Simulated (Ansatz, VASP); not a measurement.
# Al in VASP and in Ansatz

```xyz
4
Lattice="2.8222 0.0000 0.0000 -1.4111 2.4441 0.0000 0.0000 0.0000 9.2621" Properties=species:S:1:pos:R:3 pbc="T T T"
Al    0.0000    0.0000    0.0000
Al    0.0000    1.6294    2.3155
Al    0.0000    0.0000    4.6310
Al    1.4111    0.8147    6.9465
```

Alike in both runs: functional r2SCAN; k mesh 18 × 18 × 6; occupations gaussian, width 0.1 eV; no spin polarisation.

Ansatz relaxed the structure, and its values are those at the end. VASP's run is a single point on that final structure, the one shown.

|  | VASP | Ansatz |
| --- | --- | --- |
| version | VASP 6.6.1 | Ansatz 0.2.0 |
| potentials or method | VASP PAW PBE potentials, release 64 (Al), cutoff 520 eV | scalar-relativistic, plane waves, PAW |
| valence electrons in the cell | 12 | 12 |

|  | VASP | Ansatz | Ansatz less VASP |
| --- | --- | --- | --- |
| gap on the k mesh at the Fermi level (eV) | none | none | - |
| pressure (GPa) | -0.3 | 0.0 | +0.32 |

VASP's potentials were made for PBE, not for r2SCAN. A gap of «none» marks a metal or a gap that the smearing closes.
